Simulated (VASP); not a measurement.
# Ag (P6_3/mmc) in VASP: further runs, part 2 of 2

VASP 6.6.1.

## 3. Single point, PBEsol (strain +0.030 along x and y, -0.030 along z)

Input file INCAR:

```
PREC = Accurate
ENCUT = 520
EDIFF = 1E-7
ISMEAR = 0
SIGMA = 0.15
LREAL = False
LASPH = True
NELM = 60
ALGO = Fast
ISIF = 2
LWAVE = False
LCHARG = False
GGA = PS
NBANDS = 30
```

Input file KPOINTS:

```
Automatic mesh
0
Gamma
  18 18 6
```

Input file POSCAR:

```
Ag
1.0
    2.9570817686      0.0000000000      0.0000000000
   -1.4785408843      2.5609079327      0.0000000000
    0.0000000000      0.0000000000      9.0579171177
Ag
4
Direct
    0.3333333333      0.6666666667      0.2500000000
    0.6666666667      0.3333333333      0.7500000000
    0.0000000000      0.0000000000      0.0000000000
    0.0000000000      0.0000000000      0.5000000000
```

Potentials or basis: VASP PAW PBE potentials, release 64 (Ag).

Started as:

```sh
$ cat potpaw_PBE.64/Ag/POTCAR > POTCAR
$ mpirun -np 1 vasp_std > vasp.out
```

OUTCAR:

```text
PREC = Accurate
   ENCUT = 520
   EDIFF = 1E-7
   ISMEAR = 0
   LREAL = False
   LASPH = True
   NELM = 60
   ISIF = 2
   GGA = PS

 ion  position               nearest neighbor table
   1  0.333  0.667  0.250-   3 2.84   4 2.84   3 2.84   4 2.84   3 2.84   4 2.84
   2  0.667  0.333  0.750-   3 2.84   4 2.84   3 2.84   4 2.84   3 2.84   4 2.84
   3  0.000  0.000  0.000-   1 2.84   2 2.84   2 2.84   1 2.84   2 2.84   1 2.84
   4  0.000  0.000  0.500-   1 2.84   2 2.84   2 2.84   1 2.84   2 2.84   1 2.84

  LATTYP: Found a hexagonal cell.
 ALAT       =     2.9570817686
 C/A-ratio  =     3.0631270376

  Lattice vectors:

 A1 = (   2.9570817686,   0.0000000000,   0.0000000000)
 A2 = (  -1.4785408843,   2.5609079327,   0.0000000000)
 A3 = (   0.0000000000,   0.0000000000,   9.0579171177)

Analysis of symmetry for initial positions (statically):
=====================================================================
 Subroutine PRICEL returns:
 Original cell was already a primitive cell.

 Routine SETGRP: Setting up the symmetry group for a
 hexagonal supercell.

 Subroutine GETGRP returns: Found 24 space group operations
 (whereof 12 operations were pure point group operations)
 out of a pool of 24 trial point group operations.

The static configuration has the point symmetry D_3d.
 The point group associated with its full space group is D_6h.

Analysis of symmetry for dynamics (positions and initial velocities):
=====================================================================
 Subroutine PRICEL returns:
 Original cell was already a primitive cell.

 Routine SETGRP: Setting up the symmetry group for a
 hexagonal supercell.

 Subroutine GETGRP returns: Found 24 space group operations
 (whereof 12 operations were pure point group operations)
 out of a pool of 24 trial point group operations.

The dynamic configuration has the point symmetry D_3d.
 The point group associated with its full space group is D_6h.

 Subroutine INISYM returns: Found 24 space group operations
 (whereof 12 operations are pure point group operations),
 and found     1 'primitive' translations

----------------------------------------------------------------------------------------

                                     Primitive cell

  volume of cell :      68.5939

  direct lattice vectors                    reciprocal lattice vectors
     2.957081769  0.000000000  0.000000000     0.338171237  0.195243255  0.000000000
    -1.478540884  2.560907933  0.000000000     0.000000000  0.390486510  0.000000000
     0.000000000  0.000000000  9.057917118     0.000000000  0.000000000  0.110400657

  length of vectors
     2.957081769  2.957081769  9.057917118     0.390486510  0.390486510  0.110400657

  position of ions in fractional coordinates (direct lattice)
     0.333333333  0.666666667  0.250000000
     0.666666667  0.333333333  0.750000000
     0.000000000  0.000000000  0.000000000
     0.000000000  0.000000000  0.500000000

  ion indices of the primitive-cell ions
   primitive index   ion index
                 1           1
[... 24 lines left out ...]

 Subroutine IBZKPT returns following result:
 ===========================================

 Found    148 irreducible k-points:

 Following reciprocal coordinates:
            Coordinates               Weight
  0.000000  0.000000  0.000000      1.000000
  0.055556 -0.000000  0.000000      6.000000
  0.111111 -0.000000  0.000000      6.000000
  0.166667  0.000000  0.000000      6.000000
  0.222222  0.000000  0.000000      6.000000
  0.277778  0.000000  0.000000      6.000000
[... 16 lines left out ...]
  0.333333  0.111111  0.000000     12.000000
  0.388889  0.111111  0.000000     12.000000
 [... further k-points ...]
   k-points           NKPTS =    148   k-points in BZ     NKDIM =    148   number of bands    NBANDS=     30
   number of dos      NEDOS =    301   number of ions     NIONS =      4
   total plane-waves  NPLWV =  40320
   dimension x,y,z NGX =    24 NGY =   24 NGZ =   70
   dimension x,y,z NGXF=    48 NGYF=   48 NGZF=  140
   ions per type =               4
   NGX,Y,Z   is equivalent  to a cutoff of  13.49, 13.49, 12.85 a.u.
   NGXF,Y,Z  is equivalent  to a cutoff of  26.99, 26.99, 25.70 a.u.
 SYSTEM =  unknown system
   PREC   = accura    normal or accurate (medium, high low for compatibility)
   ISTART =      0    job   : 0-new  1-cont  2-samecut
   ICHARG =      2    charge: 1-file 2-atom 10-const
   ISPIN  =      1    spin polarized calculation?
   LNONCOLLINEAR =      F non collinear calculations
   LSORBIT =      F    spin-orbit coupling
   LASPH  =      T    aspherical Exc in radial PAW
   ENCUT  =  520.0 eV  38.22 Ry    6.18 a.u.   5.50  5.50 16.84*2*pi/ulx,y,z
   NELM   =     60;   NELMIN=  2; NELMDL= -5     # of ELM steps
   EDIFF  = 0.1E-06   stopping-criterion for ELM
   LREAL  =      F    real-space projection
   EDIFFG = 0.1E-05   stopping-criterion for IOM
   NSW    =      0    number of steps for IOM
   IBRION =     -1    ionic relax: 0-MD 1-quasi-New 2-CG
   NFREE  =      0    steps in history (QN), initial steepest desc. (CG)
   ISIF   =      2    stress and relaxation
   ISYM   =      2    0-nonsym 1-usesym 2-fastsym
   POTIM  = 0.5000    time-step for ionic-motion
   TEBEG  =    0.0;   TEEND  =   0.0 temperature during run
   PSTRESS=    0.0 pullay stress
   NELECT =      44.0000    total number of electrons
   NUPDOWN=      -1.0000    fix difference up-down
   EMIN   =  10.00;   EMAX   =-10.00  energy-range for DOS
   EFERMI =   0.00;   METHOD = LEGACY
   ISMEAR =     0;   SIGMA  =   0.15  broadening in eV -4-tet -1-fermi 0-gaus
   EFERMI_NEDOS =   21; number of points for ismear=-14 and -15
   IALGO  =     68    algorithm
   IMIX   =      4    mixing-type and parameters
     AMIX     =   0.40;   BMIX     =  1.00
     AMIX_MAG =   1.60;   BMIX_MAG =  1.00
  volume/ion in A,a.u.               =      17.15       115.72
  Fermi-wavevector in a.u.,A,eV,Ry     =   1.411878  2.668063 27.121847  1.993400
  Thomas-Fermi vector in A             =   2.533684
   LORBIT       =      0    0 simple, 1 ext, 2 COOP (PROOUT), +10 PAW based schemes
   GGA     = PS    functional components
   LHFCALC =     F    Hartree Fock is set to
   AEXX    =    0.0000 exact exchange contribution
   IVDW    =     0    specifies the selected vdW correction
   LEPSILON=     F    determine dielectric tensor
   LRPA    =     F    only Hartree local field effects (RPA)
 non-spin polarized calculation
 RMM-DIIS sequential band-by-band and
 Gauss-broadening in eV      SIGMA  =   0.15
  energy-cutoff  :      520.00
  volume of cell :       68.59
 maximum number of plane-waves:      1905
 NGX is ok and might be reduce to    24
   NGX = 11   NGY = 11   NGZ = 33

 number of electron      44.0000019 magnetization

 Free energy of the ion-electron system (eV)
  ---------------------------------------------------
  ext. energy  EPLUGINS =         0.00000000
  ---------------------------------------------------
  free energy    TOTEN  =       -13.15656189 eV

  energy without entropy =      -13.14504559  energy(sigma->0) =      -13.15080374

 E-fermi :   8.1516     XC(G=0): -12.3746

 val. band max:        8.1511962994   @ k =   0.3889   0.0556   0.0000
 cond. band min:       8.1741872086   @ k =   0.2222   0.1111   0.3333
 fundamental gap:      0.0229909092
 Fermi energy:         8.1515757154

 k-point     1 :       0.0000    0.0000    0.0000
  band No.  band energies     occupation
      1       0.3633      2.00000
      2       1.8284      2.00000
      3       1.9304      2.00000
      4       1.9308      2.00000
      5       3.2617      2.00000
      6       3.2617      2.00000
[... 781 lines left out ...]
     29      16.4884      0.00000
     30      18.3750      0.00000

 [... further k-points ...]

------------------------ aborting loop because EDIFF is reached ----------------------------------------

  FORCE on cell =-STRESS in cart. coord.  units (eV):
  Direction    XX          YY          ZZ          XY          YZ          ZX
  --------------------------------------------------------------------------------------
  -------------------------------------------------------------------------------------
  Total       -2.0276245     -2.0276245      0.5312326      0.0000000      0.0000000      0.0000000
  in kB      -47.3600841    -47.3600841     12.4082241      0.0000000      0.0000000      0.0000000
  external PRESSURE =     -27.4373147 kB  Pullay stress =       0.0000000 kB

 VOLUME and BASIS-vectors are now :
 -----------------------------------------------------------------------------
  energy-cutoff  :      520.00
  volume of cell :       68.59
      direct lattice vectors                 reciprocal lattice vectors
     2.957081769  0.000000000  0.000000000     0.338171237  0.195243255  0.000000000
    -1.478540884  2.560907933  0.000000000     0.000000000  0.390486510  0.000000000
     0.000000000  0.000000000  9.057917118     0.000000000  0.000000000  0.110400657

 POSITION                                       TOTAL-FORCE (eV/Angst)
 -----------------------------------------------------------------------------------
     -0.00000      1.70727      2.26448         0.000000     -0.000000      0.000000
      1.47854      0.85364      6.79344        -0.000000      0.000000     -0.000000
      0.00000      0.00000      0.00000         0.000000     -0.000000      0.000000
      0.00000      0.00000      4.52896         0.000000     -0.000000      0.000000
 -----------------------------------------------------------------------------------
    total drift:                               -0.000000      0.000000      0.000000

  FREE ENERGIE OF THE ION-ELECTRON SYSTEM (eV)
  ---------------------------------------------------
  free  energy   TOTEN  =       -13.1565618861 eV

  energy  without entropy=      -13.1450455880  energy(sigma->0) =      -13.15080374
```

OSZICAR:

```text
N       E                     dE             d eps       ncg     rms          rms(c)
DAV:   1     0.292639343947E+03    0.29264E+03   -0.22609E+04  8912   0.145E+03
DAV:   2    -0.787859127514E+01   -0.30052E+03   -0.28529E+03  9258   0.334E+02
DAV:   3    -0.145109218248E+02   -0.66323E+01   -0.65939E+01 10196   0.561E+01
DAV:   4    -0.145410887125E+02   -0.30167E-01   -0.30161E-01  9468   0.368E+00
DAV:   5    -0.145413769919E+02   -0.28828E-03   -0.28828E-03 10296   0.388E-01    0.110E+01
RMM:   6    -0.132040796105E+02    0.13373E+01   -0.39756E+00  8889   0.133E+01    0.654E+00
RMM:   7    -0.131707242392E+02    0.33355E-01   -0.11586E-01  9104   0.212E+00    0.374E+00
RMM:   8    -0.131568051500E+02    0.13919E-01   -0.89314E-03  9355   0.713E-01    0.443E-01
RMM:   9    -0.131565374357E+02    0.26771E-03   -0.14726E-03  9588   0.246E-01    0.417E-02
RMM:  10    -0.131565711227E+02   -0.33687E-04   -0.22904E-04  9703   0.843E-02    0.969E-02
RMM:  11    -0.131565604475E+02    0.10675E-04   -0.46273E-05  9692   0.478E-02    0.323E-02
RMM:  12    -0.131565616438E+02   -0.11963E-05   -0.73604E-06  9753   0.174E-02    0.965E-03
RMM:  13    -0.131565616745E+02   -0.30757E-07   -0.12776E-06  9200   0.656E-03    0.682E-03
RMM:  14    -0.131565618123E+02   -0.13780E-06   -0.66865E-07  9062   0.550E-03    0.752E-04
RMM:  15    -0.131565618861E+02   -0.73770E-07   -0.10043E-07  5702   0.187E-03
   1 F= -.13156562E+02 E0= -.13150804E+02  d E =-.115163E-01
```

stdout:

```text
POSCAR found type information on POSCAR Ag
 POSCAR found :  1 types and       4 ions
 scaLAPACK will be used
 -----------------------------------------------------------------------------
|                                                                             |
|                                                                             |
|     You enforced a specific xc type in the INCAR file but a different       |
|     I HOPE YOU KNOW WHAT YOU ARE DOING!                                     |
|                                                                             |
 -----------------------------------------------------------------------------

 LDA part: xc-table for (Slater+PW92), standard interpolation
 POSCAR, INCAR and KPOINTS ok, starting setup
 FFT: planning ... GRIDC
 FFT: planning ... GRID_SOFT
 FFT: planning ... GRID
 WAVECAR not read
 entering main loop
```

Wall time 2 min (1 thread of Intel Xeon 6975P-C (Granite Rapids), shared host); peak memory 0.35 GiB.

What came out:

```
Free energy            : -13.1566 eV
Pressure               : -2.7 GPa
Band gap on the k mesh : zero (bands 22 and 23 overlap by 6.03 eV)
```

Caveat: the cell differs from its parent crystal (strain +0.030 along x and y, -0.030 along z); the stress differs along the axes, from -5 to 1 GPa; the PAW data sets were made with another functional, which shifts forces and pressure a little.

## 4. Single point, PBEsol (strain +0.015 along x and y, +0.000 along z)

Input file INCAR:

```
SYSTEM = Ag
PREC = Accurate
ENCUT = 520
EDIFF = 1E-6
ISMEAR = 0
SIGMA = 0.15
LREAL = .False.
LASPH = .True.
NELM = 100
ALGO = Fast
ISIF = 2
LWAVE = .False.
LCHARG = .False.
GGA = PS
NBANDS = 30
```

Input file KPOINTS:

```
regular mesh
0
Gamma
  18 18 6
  0 0 0
```

Input file POSCAR:

```
Ag
1.0
    2.9140174710      0.0000000000      0.0000000000
   -1.4570087355      2.5236131569      0.0000000000
    0.0000000000      0.0000000000      9.3380588842
Ag
4
Direct
    0.3333333333      0.6666666667      0.2500000000
    0.6666666667      0.3333333333      0.7500000000
    0.0000000000      0.0000000000      0.0000000000
    0.0000000000      0.0000000000      0.5000000000
```

Started as:

```sh
$ cat potpaw_PBE.64/Ag/POTCAR > POTCAR
$ mpirun -np 1 vasp_std > vasp.out
```

Wall time 1.7 min (1 thread of Intel Xeon 6975P-C (Granite Rapids), shared host); peak memory 0.34 GiB.

It converged, with:

| Item | Value |
| --- | --- |
| Free energy | -13.2054 eV |
| Pressure | -3.3 GPa |
| Band gap on the k mesh | zero (bands 22 and 23 overlap by 6.34 eV) |

Stress tensor (GPa, compression positive):
```
-3.92  0.00  0.00
 0.00 -3.92  0.00
 0.00  0.00 -2.11
```

Levels at points of the mesh, in eV from the Fermi level:
```csv
k point,band 20,band 21,band 22,band 23,band 24,band 25
"(0.00, 0.00, 0.00)",-3.33,-3.33,-2.92,-2.92,-0.26,3.83
"(0.50, 0.00, 0.00)",-2.72,-0.24,0.71,0.96,1.50,4.23
"(0.00, 0.00, 0.50)",-3.10,-3.10,-3.10,-2.36,-2.36,6.76
"(0.50, 0.00, 0.50)",-2.79,0.20,0.20,1.35,1.35,4.72
```

Caveat: the cell differs from its parent crystal (strain +0.015 along x and y, +0.000 along z); the cell stands under tension; the PAW data sets were made with another functional, which shifts forces and pressure a little.

## 5. The runs side by side

| cell | further INCAR settings | gap on the mesh (eV) | pressure (GPa) |
| --- | --- | --- | --- |
| a = 2.871, b = 2.871, c = 9.618 Å, angles 90.0, 90.0, 120.0°, 4 atoms | ALGO = Fast; EDIFF = 1e-06; NBANDS = 30 | none | -3.3 |
| a = 2.957, b = 2.957, c = 9.058 Å, angles 90.0, 90.0, 120.0°, 4 atoms | ALGO = Fast; EDIFF = 1e-07; NBANDS = 30 | none | -2.7 |
| a = 2.914, b = 2.914, c = 9.338 Å, angles 90.0, 90.0, 120.0°, 4 atoms | ALGO = Fast; EDIFF = 1e-06; NBANDS = 30 | none | -3.3 |

Alike in all rows: task single point; level PBEsol; potentials or basis VASP PAW PBE potentials, release 64 (Ag); no spin polarisation; k mesh 18 × 18 × 6; cutoff (eV) 520; smearing gaussian 0.15 eV.

Caveats: the PAW data sets were made with another functional, which shifts forces and pressure a little; the cell stands under tension (at least some runs); the stress differs along the axes, from -5 to 1 GPa (at least some runs).

Total energies depend on the potentials used, so only differences within one code and one set of settings carry meaning.

The gap in the log of VASP goes by the Fermi energy; the results here count the filled bands.